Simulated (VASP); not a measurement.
Runs of VASP 6.6.1 on RbCl. The structure is cubic, space group Fm-3m (No. 225). Conventional cell: a = 6.617 Å, b = 6.617 Å, c = 6.617 Å, α = 90.00°, β = 90.00°, γ = 90.00°. Within 4.4 Å of Rb (site symmetry m-3m) lie 6 Cl at 3.31 Å. Within 4.4 Å of Cl (site symmetry m-3m) lie 6 Rb at 3.31 Å. 

```csv
level,spin,fixed moment (μB),k mesh,smearing,gap on the mesh (eV),pressure (GPa),moment (μB)
PBE,off,-,"4 × 4 × 2, shifted",methfessel-paxton 0.1 eV,(a),0.6,-
PBE,"collinear, zero start",-,4 × 4 × 4,gaussian 0.1 eV,4.95,0.6,0.00
PBE,collinear,5.0,3 × 3 × 3,gaussian 0.1 eV,-,7.3,5.00
PBE+D3(BJ),off,-,6 × 6 × 6,gaussian 0.1 eV,4.95,-0.2,-
PBE,off,-,4 × 4 × 4,methfessel-paxton 0.136057 eV,4.95,0.5,-
PBE,off,-,4 × 4 × 4,gaussian 0.1 eV,4.95,0.6,-
PBE,off,-,4 × 4 × 4,methfessel-paxton 0.272114 eV,4.95,0.5,-
PBE,off,-,4 × 4 × 4,fermi-dirac 0.25852 eV,4.95,0.6,-
```

Alike in all rows: task single point; potentials or basis VASP PAW PBE potentials, release 64 (Rb_sv, Cl); cell as given; cutoff (eV) 500.

Q: Estimate the missing entries.

A: (a) 5.41.

Caveats: some runs use coarse meshes; a shifted mesh leaves out Γ, where band edges can lie (at least some runs); the moment is held away from its start (at least some runs); the total moment is fixed, so each spin has its own Fermi level (at least some runs); three body term missing (at least some runs).

A k mesh can miss the band edges, and the runs leave out spin-orbit coupling on Rb.
